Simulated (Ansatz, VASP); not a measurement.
**AlB2Sb3: VASP beside Ansatz**

```
Al B Sb
1.0
     5.92492    0.00000    0.00000
     0.00000    5.92492    0.00000
     0.00000    0.00000    8.07963
Al B Sb
1 2 3
Cartesian
  2.9625 2.9625 0.0000
  2.9625 2.9625 6.1076
  2.9625 2.9625 1.9721
  2.9625 2.9625 4.0398
  2.9625 0.0000 4.0398
  0.0000 2.9625 4.0398
```

Alike in both runs: functional PBE; k mesh 4 × 4 × 4; occupations gaussian, width 0.1 eV; no spin polarisation.

Ansatz relaxed the structure, and its values are those at the end. VASP's run is a single point on that final structure, the one shown.

|  | VASP | Ansatz |
| --- | --- | --- |
| version | VASP 6.6.1 | Ansatz 0.2.0 |
| potentials or method | VASP PAW PBE potentials, release 64 (Al, B, Sb), cutoff 520 eV | scalar-relativistic, plane waves, PAW |
| valence electrons in the cell | 24 | 54 |

```csv
,VASP,Ansatz,Ansatz less VASP
gap on the k mesh at the Fermi level (eV),none,none,-
pressure (GPa),0.2,0.1,-0.10
rms of the force components (eV/Å),0.044,0.001,-0.0434
```

A gap of «none» marks a metal or a gap that the smearing closes. VASP's potentials hold 24 valence electrons a cell and Ansatz's 54, so a difference there can come from the potentials and not from the codes.

Neither program's run includes spin-orbit coupling.
